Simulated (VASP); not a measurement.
Al, 12 atoms in the cell. The cell holds a slab with vacuum, 12 atoms: a = 2.839 Å, b = 8.031 Å, c = 22.099 Å, α = 90.00°, β = 90.00°, γ = 90.00°. 

```yaml
Program: VASP 6.6.1
Task: single point
Functional: PBEsol
Potentials_or_basis: VASP PAW PBE potentials, release 64 (Al)
Cutoff: 520 eV
k_mesh: 12 × 5 × 1
Occupations: gaussian, width 0.1 eV
Spin: no spin polarisation
Dipole_correction: yes
Further_INCAR_settings: ALGO = Normal; EDIFF = 1e-06; NBANDS = 30
```

Potentials or basis: VASP PAW PBE potentials, release 64 (Al).

The run is started by

```sh
$ cat potpaw_PBE.64/Al/POTCAR > POTCAR
$ mpirun -np 1 vasp_std > vasp.out
```

Hardware: 1 thread of Intel(R) Xeon(R) Platinum 8488C (Sapphire Rapids), on a shared host.

Task: Estimate the wall time of this run.

Result: Run time: 17 min on 1 thread of Intel(R) Xeon(R) Platinum 8488C (Sapphire Rapids) (shared host), peak memory 0.67 GiB. Counts: scf iterations 25, k points 31.
